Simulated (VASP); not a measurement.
A run of VASP 6.6.1 is set up as follows.

The input INCAR:

```
  PREC = Accurate
  ENCUT = 520
  EDIFF = 1E-6
  ISMEAR = -1
  SIGMA = 0.05
  LREAL = F
  LASPH = T
  NELM = 120
  ALGO = Normal
  ISIF = 2
  LWAVE = F
  LCHARG = F
  NBANDS = 33
  GGA_COMPAT = F
```

The input KPOINTS:

```
regular mesh
0
Gamma
  1 1 1
```

POSCAR

```
H9O4F
1.0
    5.3601080000      0.0000000000      0.0000000000
    0.0000000000      5.3601080000      0.0000000000
    0.0000000000      0.0000000000      5.3601080000
O H F
4 9 1
Direct
    0.0991397935      0.1724405553      0.1440642614
    0.8388636945      0.3775856755      0.7877453215
    0.5006615538      0.6885682154      0.7337538721
    0.5135717415      0.9936180390      1.0703515675
    0.0224249213      0.2873449565      0.0121266213
    0.2940239264      0.0832445913      0.1065463606
    0.7328583678      0.2242865256      0.8225767093
    0.9603351276      0.3357021911      0.6622814316
    0.3652165218      0.5765928597      0.6528972924
    0.6343342336      0.5673579711      0.7275039981
    0.5347280316      0.9130972734      1.2320087580
    0.4983108549      0.8249087518      0.9138808397
    0.1592878352      0.2688565230      0.3112623850
    0.2194358770      0.4203273516      0.5134971161
```

Potentials or basis: VASP PAW LDA potentials, release 64 (O, H, F).

Run with:

```console
$ cat potpaw_LDA.64/O/POTCAR potpaw_LDA.64/H/POTCAR potpaw_LDA.64/F/POTCAR > POTCAR
$ mpirun -np 1 vasp_gam > vasp.out
```

Question: Estimate the largest force.

Answer: 2.777 eV/Å.

Question: Predict the pressure.

Answer: -0.2 GPa.

Forces on the atoms (eV/Å):
```
O    0.816  0.534  1.143
O   -1.662 -1.489  1.652
O   -1.364  1.128 -0.221
O   -0.825 -0.567 -0.547
H    0.228 -0.232  0.495
H    0.160 -0.025 -0.927
H    0.452  0.763  0.072
H    1.504  0.110 -1.464
H   -0.671  0.419 -0.086
H    1.954 -0.629  0.480
H    0.483 -0.133  0.193
H   -0.050  0.459  0.186
H   -0.671  0.368 -0.785
F   -0.352 -0.705 -0.191
```

Caveat: the k points lie up to 1.17 Å⁻¹ apart; the atoms stand as in a frame of molecular dynamics.
